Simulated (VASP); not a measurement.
# ScAl (Pm-3m) in VASP: single point with r2SCAN

Aim: the single point of ScAl with r2SCAN.

Program: VASP 6.6.1. These are calculated values, not measurements. Logs are shortened: lines on timing, memory, paths and dates and some standing lists are left out, and cuts for length are marked.

### Step 1. The cell of the first run

Symmetry: Pm-3m, No. 221, cubic system. Conventional cell: a = 3.379 Å, b = 3.379 Å, c = 3.379 Å, α = 90.00°, β = 90.00°, γ = 90.00°. Within 3.9 Å of Sc (site symmetry m-3m) lie 8 Al at 2.93 Å and 6 Sc at 3.38 Å. Within 3.9 Å of Al (site symmetry m-3m) lie 8 Sc at 2.93 Å and 6 Al at 3.38 Å.

### Step 2. Single point, r2SCAN

File POSCAR:

```
ScAl
1.0
    3.3790994137      0.0000000000      0.0000000000
    0.0000000000      3.3790994137      0.0000000000
    0.0000000000      0.0000000000      3.3790994137
Sc Al
1 1
Direct
    0.5000000000      0.5000000000      0.5000000000
    0.0000000000      0.0000000000      0.0000000000
```

File INCAR.step1:

```
SYSTEM = ScAl
PREC = Accurate ; ENCUT = 520
ISMEAR = 0 ; SIGMA = 0.1
LREAL = .False. ; LASPH = .True.
NELM = 60 ; NBANDS = 14
GGA = PE ; ALGO = Normal
EDIFF = 1E-4 ; LWAVE = .True.
LCHARG = .False.
```

File INCAR.step2:

```
SYSTEM = ScAl
PREC = Accurate ; ENCUT = 520
EDIFF = 1E-6 ; ISMEAR = 0
SIGMA = 0.1 ; LREAL = .False.
LASPH = .True. ; NELM = 60
ALGO = Normal ; ISIF = 2
LWAVE = .False. ; LCHARG = .False.
METAGGA = R2SCAN ; LMIXTAU = .True.
NBANDS = 14 ; ISTART = 1
```

File KPOINTS:

```
Automatic mesh
0
Gamma
  12 12 12
  0 0 0
```

Potentials or basis: VASP PAW PBE potentials, release 64 (Sc_sv, Al).

The run is started by

```
cat potpaw_PBE.64/Sc_sv/POTCAR potpaw_PBE.64/Al/POTCAR > POTCAR
cp INCAR.step1 INCAR
mpirun -np 1 vasp_std > vasp.out
cp INCAR.step2 INCAR
mpirun -np 1 vasp_std > vasp.out
```

OUTCAR:

```text
SYSTEM = ScAl
   PREC = Accurate
   ENCUT = 520
   EDIFF = 1E-6
   ISMEAR = 0
   LREAL = .False.
   LASPH = .True.
   NELM = 60
   ISIF = 2
   METAGGA = R2SCAN
   ISTART = 1

 ion  position               nearest neighbor table
   1  0.500  0.500  0.500-   2 2.93   2 2.93   2 2.93   2 2.93   2 2.93   2 2.93   2 2.93   2 2.93

   2  0.000  0.000  0.000-   1 2.93   1 2.93   1 2.93   1 2.93   1 2.93   1 2.93   1 2.93   1 2.93

  LATTYP: Found a simple cubic cell.
 ALAT       =     3.3790994137

  Lattice vectors:

 A1 = (   3.3790994137,   0.0000000000,   0.0000000000)
 A2 = (   0.0000000000,   3.3790994137,   0.0000000000)
 A3 = (   0.0000000000,   0.0000000000,   3.3790994137)

Analysis of symmetry for initial positions (statically):
=====================================================================
 Subroutine PRICEL returns:
 Original cell was already a primitive cell.

 Routine SETGRP: Setting up the symmetry group for a
 simple cubic supercell.

 Subroutine GETGRP returns: Found 48 space group operations
 (whereof 48 operations were pure point group operations)
 out of a pool of 48 trial point group operations.

The static configuration has the point symmetry O_h .

Analysis of symmetry for dynamics (positions and initial velocities):
=====================================================================
 Subroutine PRICEL returns:
 Original cell was already a primitive cell.

 Routine SETGRP: Setting up the symmetry group for a
 simple cubic supercell.

 Subroutine GETGRP returns: Found 48 space group operations
 (whereof 48 operations were pure point group operations)
 out of a pool of 48 trial point group operations.

The dynamic configuration has the point symmetry O_h .

 Subroutine INISYM returns: Found 48 space group operations
 (whereof 48 operations are pure point group operations),
 and found     1 'primitive' translations

----------------------------------------------------------------------------------------

                                     Primitive cell

  volume of cell :      38.5836

  direct lattice vectors                    reciprocal lattice vectors
     3.379099414  0.000000000  0.000000000     0.295936839  0.000000000  0.000000000
     0.000000000  3.379099414  0.000000000     0.000000000  0.295936839  0.000000000
     0.000000000  0.000000000  3.379099414     0.000000000  0.000000000  0.295936839

  length of vectors
     3.379099414  3.379099414  3.379099414     0.295936839  0.295936839  0.295936839

[... 85 lines left out ...]
   NFREE  =      0    steps in history (QN), initial steepest desc. (CG)
   ISIF   =      2    stress and relaxation
   ISYM   =      2    0-nonsym 1-usesym 2-fastsym
   POTIM  = 0.5000    time-step for ionic-motion
   TEBEG  =    0.0;   TEEND  =   0.0 temperature during run
   PSTRESS=    0.0 pullay stress
   NELECT =      14.0000    total number of electrons
   NUPDOWN=      -1.0000    fix difference up-down
   EMIN   =  10.00;   EMAX   =-10.00  energy-range for DOS
   EFERMI =   0.00;   METHOD = LEGACY
   ISMEAR =     0;   SIGMA  =   0.10  broadening in eV -4-tet -1-fermi 0-gaus
   EFERMI_NEDOS =   21; number of points for ismear=-14 and -15
   IALGO  =     38    algorithm
   IMIX   =      4    mixing-type and parameters
     AMIX     =   0.40;   BMIX     =  1.00
     AMIX_MAG =   1.60;   BMIX_MAG =  1.00
  volume/ion in A,a.u.               =      19.29       130.19
  Fermi-wavevector in a.u.,A,eV,Ry     =   1.167660  2.206558 18.550601  1.363431
  Thomas-Fermi vector in A             =   2.304158
   LORBIT       =      0    0 simple, 1 ext, 2 COOP (PROOUT), +10 PAW based schemes
   METAGGA = R2SCAN    functional components
   LHFCALC =     F    Hartree Fock is set to
   AEXX    =    0.0000 exact exchange contribution
   IVDW    =     0    specifies the selected vdW correction
   LEPSILON=     F    determine dielectric tensor
   LRPA    =     F    only Hartree local field effects (RPA)
 non-spin polarized calculation
 Gauss-broadening in eV      SIGMA  =   0.10
  energy-cutoff  :      520.00
  volume of cell :       38.58
 maximum number of plane-waves:      1064
 NGX is ok and might be reduce to    28
   NGX = 13   NGY = 13   NGZ = 13

 number of electron      14.0000001 magnetization

 Free energy of the ion-electron system (eV)
  ---------------------------------------------------
  ext. energy  EPLUGINS =         0.00000000
  ---------------------------------------------------
  free energy    TOTEN  =       -19.06142155 eV

  energy without entropy =      -19.05813225  energy(sigma->0) =      -19.05977690

 E-fermi :   6.0785     XC(G=0): -10.9949

 val. band max:        6.0390349615   @ k =   0.5000   0.4167   0.1667
 cond. band min:       6.1101781934   @ k =   0.3333   0.0000   0.0000
 fundamental gap:      0.0711432319
 Fermi energy:         6.0784820842

 k-point     1 :       0.0000    0.0000    0.0000
  band No.  band energies     occupation
      1     -45.5419      2.00000
      2     -23.1534      2.00000
      3     -23.1534      2.00000
      4     -23.1534      2.00000
      5      -2.9256      2.00000
      6       5.3927      2.00000
      7       5.3927      2.00000
      8       9.0127      0.00000
      9       9.0127      0.00000
     10       9.0127      0.00000
     11       9.9223      0.00000
     12       9.9223      0.00000
     13       9.9223      0.00000
     14      14.9163      0.00000
[... 377 lines left out ...]
      1     -45.5172      2.00000
      2     -23.3038      2.00000
      3     -23.2675      2.00000
      4     -23.1259      2.00000
      5       0.4540      2.00000
      6       3.1291      2.00000
      7       4.4820      2.00000
      8       6.3618      0.00006
      9       7.5835      0.00000
     10       8.0377      0.00000
     11       9.9068      0.00000
     12      11.2710      0.00000
     13      12.2157      0.00000
     14      13.8329      0.00000

 [... further k-points ...]
[... 5 lines left out ...]
  --------------------------------------------------------------------------------------
  -------------------------------------------------------------------------------------
  Total       -0.1304372     -0.1304372     -0.1304372     -0.0000000     -0.0000000      0.0000000
  in kB       -5.4163798     -5.4163798     -5.4163798     -0.0000000     -0.0000000      0.0000000
  external PRESSURE =      -5.4163798 kB  Pullay stress =       0.0000000 kB

 VOLUME and BASIS-vectors are now :
 -----------------------------------------------------------------------------
  energy-cutoff  :      520.00
  volume of cell :       38.58
      direct lattice vectors                 reciprocal lattice vectors
     3.379099414  0.000000000  0.000000000     0.295936839  0.000000000  0.000000000
     0.000000000  3.379099414  0.000000000     0.000000000  0.295936839  0.000000000
     0.000000000  0.000000000  3.379099414     0.000000000  0.000000000  0.295936839

 POSITION                                       TOTAL-FORCE (eV/Angst)
 -----------------------------------------------------------------------------------
      1.68955      1.68955      1.68955         0.000000      0.000000      0.000000
      0.00000      0.00000      0.00000         0.000000      0.000000      0.000000
 -----------------------------------------------------------------------------------
    total drift:                                0.000000      0.000000      0.000000

  FREE ENERGIE OF THE ION-ELECTRON SYSTEM (eV)
  ---------------------------------------------------
  free  energy   TOTEN  =       -19.0614215515 eV

  energy  without entropy=      -19.0581322502  energy(sigma->0) =      -19.05977690
```

OUTCAR.step1:

```text
SYSTEM = ScAl
   PREC = Accurate
   ENCUT = 520
   ISMEAR = 0
   LREAL = .False.
   LASPH = .True.
[... 631 lines left out ...]
      1.68955      1.68955      1.68955         0.000000      0.000000      0.000000
      0.00000      0.00000      0.00000         0.000000      0.000000      0.000000
 -----------------------------------------------------------------------------------
    total drift:                                0.000000      0.000000      0.000000

  FREE ENERGIE OF THE ION-ELECTRON SYSTEM (eV)
  ---------------------------------------------------
  free  energy   TOTEN  =       -10.8902763530 eV

  energy  without entropy=      -10.8863281033  energy(sigma->0) =      -10.88830223
```

OSZICAR.step1:

```text
N       E                     dE             d eps       ncg     rms          rms(c)
DAV:   1     0.116983482292E+03    0.11698E+03   -0.66846E+03  2432   0.934E+02
DAV:   2    -0.886362583088E+01   -0.12585E+03   -0.12238E+03  2372   0.306E+02
DAV:   3    -0.119628425532E+02   -0.30992E+01   -0.30178E+01  3422   0.596E+01
DAV:   4    -0.120365713409E+02   -0.73729E-01   -0.73632E-01  2804   0.770E+00
DAV:   5    -0.120399063355E+02   -0.33350E-02   -0.33348E-02  3580   0.158E+00    0.724E+00
DAV:   6    -0.109399551589E+02    0.11000E+01   -0.18662E+00  3618   0.197E+01    0.201E+00
DAV:   7    -0.109027626030E+02    0.37193E-01   -0.97307E-02  3870   0.292E+00    0.918E-01
DAV:   8    -0.108910675386E+02    0.11695E-01   -0.16806E-02  3400   0.149E+00    0.248E-01
DAV:   9    -0.108903295052E+02    0.73803E-03   -0.29248E-03  3562   0.883E-01    0.116E-01
DAV:  10    -0.108902763530E+02    0.53152E-04   -0.57042E-04  3532   0.351E-01
   1 F= -.10890276E+02 E0= -.10888302E+02  d E =-.394825E-02
```

It took 55 s on 1 thread of Intel Xeon 6975P-C (Granite Rapids), shared host; peak memory 0.19 GiB.

Results:

* Free energy: -19.0614 eV
* Pressure: -0.5 GPa
* Band gap on the k mesh: zero (band 7 reaches 6.49 eV, above the bottom of band 8 at 5.22 eV)

Caveat: the PAW data sets were made with another functional, which shifts forces and pressure a little.
